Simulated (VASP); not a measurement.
# Na2HF (P-6m2) in VASP: density of states with LDA

Aim: the density of states of Na2HF with LDA.

All numbers are computed with VASP 6.6.1; they aren't measurements. Logs are shortened: lines on timing, memory, paths and dates and some standing lists are left out, and cuts for length are marked.

## Step 1: The cell of the first run

It takes space group P-6m2 (No. 187, hexagonal). Conventional cell: a = 3.293 Å, b = 3.293 Å, c = 5.781 Å, α = 90.00°, β = 90.00°, γ = 120.00°. Within 3.1 Å of Na (site symmetry 3m) lie 3 F at 2.38 Å and 3 H at 2.40 Å and 2 Na at 2.85 to 2.93 Å. H (site symmetry -6m2) has 6 Na at 2.40 Å within 3.2 Å. F (site symmetry -6m2) has 6 Na at 2.38 Å within 3.1 Å.

## Step 2: Density of states, LDA

File POSCAR:

```
Na2HF
1.0
    3.2934277718      0.0000000000      0.0000000000
   -1.6467138859      2.8521921160      0.0000000000
    0.0000000000      0.0000000000      5.7808303234
Na H F
2 1 1
Direct
    0.6666666667      0.3333333333      0.2538019910
    0.6666666667      0.3333333333      0.7461980090
    0.0000000000      0.0000000000      0.0000000000
    0.3333333333      0.6666666667      0.5000000000
```

File INCAR.step1:

```
SYSTEM = Na2HF
PREC = Accurate ; ENCUT = 520
EDIFF = 1E-6 ; ISMEAR = 0
SIGMA = 0.02 ; LREAL = .False.
LASPH = .True. ; NELM = 100
ALGO = Normal ; ISIF = 2
LWAVE = .False. ; LCHARG = .True.
GGA = CA ; NBANDS = 19
```

File KPOINTS.step1:

```
regular mesh
0
Gamma
  9 9 4
  0 0 0
```

File INCAR.step2:

```
SYSTEM = Na2HF
PREC = Accurate ; ENCUT = 520
EDIFF = 1E-6 ; ISMEAR = -5
SIGMA = 0.02 ; LREAL = .False.
LASPH = .True. ; NELM = 100
ALGO = Normal ; ISIF = 2
LWAVE = .False. ; LCHARG = .False.
GGA = CA ; LORBIT = 11
NBANDS = 19 ; NEDOS = 1001
ICHARG = 11
```

File KPOINTS.step2:

```
regular mesh
0
Gamma
  14 14 6
  0 0 0
```

Potentials or basis: VASP PAW LDA potentials, release 64 (Na_pv, H, F).

Launch:

```
$ cat potpaw_LDA.64/Na_pv/POTCAR potpaw_LDA.64/H/POTCAR potpaw_LDA.64/F/POTCAR > POTCAR
$ cp INCAR.step1 INCAR
$ cp KPOINTS.step1 KPOINTS
$ mpirun -np 1 vasp_std > vasp.out
$ cp INCAR.step2 INCAR
$ cp KPOINTS.step2 KPOINTS
$ mpirun -np 1 vasp_std > vasp.out
```

OUTCAR:

```text
SYSTEM = Na2HF
   PREC = Accurate
   ENCUT = 520
   EDIFF = 1E-6
   ISMEAR = -5
   LREAL = .False.
   LASPH = .True.
   NELM = 100
   ISIF = 2
   GGA = CA
   LORBIT = 11
   ICHARG = 11

 ion  position               nearest neighbor table
   1  0.667  0.333  0.254-
   2  0.667  0.333  0.746-
   3  0.000  0.000  0.000-
   4  0.333  0.667  0.500-

  LATTYP: Found a hexagonal cell.
 ALAT       =     3.2934277718
 C/A-ratio  =     1.7552625179

  Lattice vectors:

 A1 = (   3.2934277718,   0.0000000000,   0.0000000000)
 A2 = (  -1.6467138859,   2.8521921160,   0.0000000000)
 A3 = (   0.0000000000,   0.0000000000,   5.7808303234)

Analysis of symmetry for initial positions (statically):
=====================================================================
 Subroutine PRICEL returns:
 Original cell was already a primitive cell.

 Routine SETGRP: Setting up the symmetry group for a
 hexagonal supercell.

 Subroutine GETGRP returns: Found 12 space group operations
 (whereof 12 operations were pure point group operations)
 out of a pool of 24 trial point group operations.

The static configuration has the point symmetry D_3h.

Analysis of symmetry for dynamics (positions and initial velocities):
=====================================================================
 Subroutine PRICEL returns:
 Original cell was already a primitive cell.

 Routine SETGRP: Setting up the symmetry group for a
 hexagonal supercell.

 Subroutine GETGRP returns: Found 12 space group operations
 (whereof 12 operations were pure point group operations)
 out of a pool of 24 trial point group operations.

The dynamic configuration has the point symmetry D_3h.

 Subroutine INISYM returns: Found 12 space group operations
 (whereof 12 operations are pure point group operations),
 and found     1 'primitive' translations

----------------------------------------------------------------------------------------

                                     Primitive cell

  volume of cell :      54.3022

  direct lattice vectors                    reciprocal lattice vectors
     3.293427772  0.000000000  0.000000000     0.303635018  0.175303759  0.000000000
    -1.646713886  2.852192116  0.000000000     0.000000000  0.350607518  0.000000000
     0.000000000  0.000000000  5.780830323     0.000000000  0.000000000  0.172985530

  length of vectors
     3.293427772  3.293427772  5.780830323     0.350607518  0.350607518  0.172985530

  position of ions in fractional coordinates (direct lattice)
     0.666666667  0.333333333  0.253801991
     0.666666667  0.333333333  0.746198009
     0.000000000  0.000000000  0.000000000
     0.333333333  0.666666667  0.500000000

  ion indices of the primitive-cell ions
   primitive index   ion index
                 1           1
                 2           2
                 3           3
                 4           4

----------------------------------------------------------------------------------------

 KPOINTS: regular mesh

Automatic generation of k-mesh.
 Grid dimensions read from file:
 generate k-points for:   14   14    6

 Generating k-lattice:

  Cartesian coordinates                     Fractional coordinates (reciprocal lattice)
     0.021688216  0.012521697  0.000000000     0.071428571 -0.000000000  0.000000000
     0.000000000  0.025043394  0.000000000     0.000000000  0.071428571  0.000000000
     0.000000000  0.000000000  0.028830922     0.000000000  0.000000000  0.166666667

  Length of vectors
     0.025043394  0.025043394  0.028830922

  Shift w.r.t. Gamma in fractional coordinates (k-lattice)
     0.000000000  0.000000000  0.000000000

 TETIRR: Found   1218 inequivalent tetrahedra from     7056

 Subroutine IBZKPT returns following result:
 ===========================================

 Found     96 irreducible k-points:

 Following reciprocal coordinates:
            Coordinates               Weight
  0.000000  0.000000  0.000000      1.000000
  0.071429  0.000000  0.000000      6.000000
  0.142857  0.000000  0.000000      6.000000
  0.214286  0.000000  0.000000      6.000000
  0.285714  0.000000  0.000000      6.000000
  0.357143  0.000000  0.000000      6.000000
[... 16 lines left out ...]
  0.285714  0.285714  0.000000      6.000000
  0.357143  0.285714  0.000000      6.000000
 [... further k-points ...]
   k-points           NKPTS =     96   k-points in BZ     NKDIM =     96   number of bands    NBANDS=     19
   number of dos      NEDOS =   1001   number of ions     NIONS =      4
   total plane-waves  NPLWV =  27648
   dimension x,y,z NGX =    24 NGY =   24 NGZ =   48
   dimension x,y,z NGXF=    48 NGYF=   48 NGZF=   96
   ions per type =               2   1   1
   NGX,Y,Z   is equivalent  to a cutoff of  12.11, 12.11, 13.80 a.u.
   NGXF,Y,Z  is equivalent  to a cutoff of  24.23, 24.23, 27.61 a.u.
 SYSTEM =  Na2HF
   PREC   = accura    normal or accurate (medium, high low for compatibility)
   ISTART =      0    job   : 0-new  1-cont  2-samecut
   ICHARG =     11    charge: 1-file 2-atom 10-const
   ISPIN  =      1    spin polarized calculation?
   LNONCOLLINEAR =      F non collinear calculations
   LSORBIT =      F    spin-orbit coupling
   LASPH  =      T    aspherical Exc in radial PAW
   ENCUT  =  520.0 eV  38.22 Ry    6.18 a.u.   6.12  6.12 10.75*2*pi/ulx,y,z
   NELM   =    100;   NELMIN=  2; NELMDL=  0     # of ELM steps
   EDIFF  = 0.1E-05   stopping-criterion for ELM
   LREAL  =      F    real-space projection
   EDIFFG = 0.1E-04   stopping-criterion for IOM
   NSW    =      0    number of steps for IOM
   IBRION =     -1    ionic relax: 0-MD 1-quasi-New 2-CG
   NFREE  =      0    steps in history (QN), initial steepest desc. (CG)
   ISIF   =      2    stress and relaxation
   ISYM   =      2    0-nonsym 1-usesym 2-fastsym
   POTIM  = 0.5000    time-step for ionic-motion
   TEBEG  =    0.0;   TEEND  =   0.0 temperature during run
   PSTRESS=    0.0 pullay stress
   NELECT =      22.0000    total number of electrons
   NUPDOWN=      -1.0000    fix difference up-down
   EMIN   =  10.00;   EMAX   =-10.00  energy-range for DOS
   EFERMI =   0.00;   METHOD = LEGACY
   ISMEAR =    -5;   SIGMA  =   0.02  broadening in eV -4-tet -1-fermi 0-gaus
   EFERMI_NEDOS =   21; number of points for ismear=-14 and -15
   IALGO  =     38    algorithm
   IMIX   =      4    mixing-type and parameters
     AMIX     =   0.40;   BMIX     =  1.00
     AMIX_MAG =   1.60;   BMIX_MAG =  1.00
  volume/ion in A,a.u.               =      13.58        91.61
  Fermi-wavevector in a.u.,A,eV,Ry     =   1.211370  2.289157 19.965412  1.467416
  Thomas-Fermi vector in A             =   2.346887
   LORBIT       =     11    0 simple, 1 ext, 2 COOP (PROOUT), +10 PAW based schemes
   GGA     = CA    functional components
   LHFCALC =     F    Hartree Fock is set to
   AEXX    =    0.0000 exact exchange contribution
   IVDW    =     0    specifies the selected vdW correction
   LEPSILON=     F    determine dielectric tensor
   LRPA    =     F    only Hartree local field effects (RPA)
 non-spin polarized calculation
 Fermi weights with tetrahedron method with Bloechl corrections
  energy-cutoff  :      520.00
  volume of cell :       54.30
 maximum number of plane-waves:      1484

 number of electron      21.9999982 magnetization

 Free energy of the ion-electron system (eV)
  ---------------------------------------------------
  ext. energy  EPLUGINS =         0.00000000
  ---------------------------------------------------
  free energy    TOTEN  =       -14.45725195 eV

  energy without entropy =      -14.45725195  energy(sigma->0) =      -14.45725195

 E-fermi :  -0.4787     XC(G=0):  -8.9370

 val. band max:       -0.5039092796   @ k =   0.3571   0.2857   0.0000
 cond. band min:       2.2406968253   @ k =   0.0000   0.0000   0.5000
 fundamental gap:      2.7446061049
 Fermi energy:        -0.4786808472

 k-point     1 :       0.0000    0.0000    0.0000
  band No.  band energies     occupation
      1     -23.1051      2.00000
      2     -22.6879      2.00000
      3     -22.6879      2.00000
      4     -22.6638      2.00000
      5     -22.6638      2.00000
      6     -22.6415      2.00000
[... 11 lines left out ...]
     18      16.5414      0.00000
     19      16.5434      0.00000

 k-point     2 :       0.0714    0.0000    0.0000
  band No.  band energies     occupation
      1     -23.0992      2.00000
      2     -22.6985      2.00000
      3     -22.6892      2.00000
      4     -22.6688      2.00000
      5     -22.6649      2.00000
      6     -22.6408      2.00000
[... 11 lines left out ...]
     18      15.9835      0.00000
     19      16.1721      0.00000

 k-point     3 :       0.1429    0.0000    0.0000
  band No.  band energies     occupation
      1     -23.0830      2.00000
      2     -22.7266      2.00000
      3     -22.6928      2.00000
      4     -22.6827      2.00000
      5     -22.6679      2.00000
      6     -22.6391      2.00000
[... 11 lines left out ...]
     18      14.8647      0.00000
     19      15.4046      0.00000

 k-point     4 :       0.2143    0.0000    0.0000
  band No.  band energies     occupation
      1     -23.0605      2.00000
      2     -22.7633      2.00000
      3     -22.7027      2.00000
      4     -22.6980      2.00000
      5     -22.6723      2.00000
      6     -22.6366      2.00000
[... 407 lines left out ...]
     18      12.8895      0.00000
     19      13.8704      0.00000

 k-point    23 :       0.2857    0.2857    0.0000
  band No.  band energies     occupation
      1     -22.9807      2.00000
      2     -22.8372      2.00000
      3     -22.7574      2.00000
      4     -22.7429      2.00000
      5     -22.7162      2.00000
      6     -22.6281      2.00000
[... 11 lines left out ...]
     18      12.4184      0.00000
     19      13.5637      0.00000

 k-point    24 :       0.3571    0.2857    0.0000
  band No.  band energies     occupation
      1     -22.9748      2.00000
      2     -22.8396      2.00000
      3     -22.7632      2.00000
      4     -22.7396      2.00000
      5     -22.7232      2.00000
      6     -22.6277      2.00000
[... 11 lines left out ...]
     18      12.1312      0.00000
     19      13.2859      0.00000

 [... further k-points ...]

------------------------ aborting loop because EDIFF is reached ----------------------------------------

  FORCE on cell =-STRESS in cart. coord.  units (eV):
  Direction    XX          YY          ZZ          XY          YZ          ZX
  --------------------------------------------------------------------------------------
  -------------------------------------------------------------------------------------
  Total       -1.2835929     -1.2835929     -1.3552065      0.0000000      0.0000000      0.0000000
  in kB      -37.8722182    -37.8722182    -39.9851669      0.0000000      0.0000000      0.0000000
  external PRESSURE =     -38.5765344 kB  Pullay stress =       0.0000000 kB

 VOLUME and BASIS-vectors are now :
 -----------------------------------------------------------------------------
  energy-cutoff  :      520.00
  volume of cell :       54.30
      direct lattice vectors                 reciprocal lattice vectors
     3.293427772  0.000000000  0.000000000     0.303635018  0.175303759  0.000000000
    -1.646713886  2.852192116  0.000000000     0.000000000  0.350607518  0.000000000
     0.000000000  0.000000000  5.780830323     0.000000000  0.000000000  0.172985530

 POSITION                                       TOTAL-FORCE (eV/Angst)
 -----------------------------------------------------------------------------------
      1.64671      0.95073      1.46719        -0.000000      0.000000      0.170484
      1.64671      0.95073      4.31364        -0.000000      0.000000     -0.170484
      0.00000      0.00000      0.00000         0.000000     -0.000000      0.000000
     -0.00000      1.90146      2.89042         0.000000     -0.000000      0.000000
 -----------------------------------------------------------------------------------
    total drift:                               -0.001253      0.000723      0.000000

  FREE ENERGIE OF THE ION-ELECTRON SYSTEM (eV)
  ---------------------------------------------------
  free  energy   TOTEN  =       -14.4572519535 eV

  energy  without entropy=      -14.4572519535  energy(sigma->0) =      -14.45725195

 total charge

# of ion       s       p       d       tot
------------------------------------------
    1        0.058   5.987   0.000   6.045
    2        0.058   5.987   0.000   6.045
    3        0.494   0.000   0.000   0.495
    4        1.720   4.337   0.000   6.057
--------------------------------------------------
tot          2.330  16.311   0.000  18.641
```

It took 25 s on 1 thread of Intel Xeon 6975P-C (Granite Rapids), shared host; peak memory 0.2 GiB.

What came out:

| Property | Result |
| --- | --- |
| Valence electrons inside the program's atomic spheres | Na 6.04; H 0.49; F 6.06 |

Levels at points of the mesh, in eV from the valence-band top:
```tsv
k point	band 8	band 9	band 10	band 11	band 12	band 13	band 14	band 15
(0.00, 0.00, 0.00)	-3.95	-3.05	-3.05	-2.76	4.86	5.27	11.11	13.42
(0.50, 0.00, 0.00)	-4.25	-3.58	-3.27	-0.33	4.36	7.55	8.58	10.24
(0.00, 0.00, 0.50)	-4.32	-3.05	-3.05	-2.03	2.74	9.04	9.36	12.24
(0.50, 0.00, 0.50)	-4.23	-3.61	-3.27	-0.37	4.70	6.68	8.54	10.77
```
